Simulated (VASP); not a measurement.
Runs of VASP 6.6.1 on MgO (rocksalt type). The structure is that of space group Fm-3m (No. 225), or close to it. The cells are those of the table. 

| task | cell | k mesh | cutoff (eV) | gap on the mesh (eV) | pressure (GPa) |
| --- | --- | --- | --- | --- | --- |
| relaxation of cell and atoms | relaxed from a = 3.047 Å, angles 60.0°, 2 atoms | 16 × 16 × 16 | 600 | 4.51 | 0.0 |
| relaxation of cell and atoms | relaxed to 62 GPa from a = 2.769 Å, angles 60.0°, 2 atoms | 17 × 17 × 17 | 600 | 7.20 | 62.0 |
| single point | a = 2.768 Å, angles 60.0°, 2 atoms | 17 × 17 × 17 | 520 | (a) | 61.8 |
| relaxation of cell and atoms | relaxed to 62 GPa from a = 2.768 Å, angles 60.0°, 2 atoms | 17 × 17 × 17 | 600 | 7.20 | 62.0 |

Alike in all rows: level PBE; potentials or basis VASP PAW PBE potentials, release 64 (Mg, O); no spin polarisation; smearing fermi-dirac 0.08 eV.

Estimate the missing entries.

(a) 7.18.

Caveats: the cell is relaxed towards a set pressure, so the enthalpy falls and the energy may rise (some runs).

A k mesh can miss the band edges.
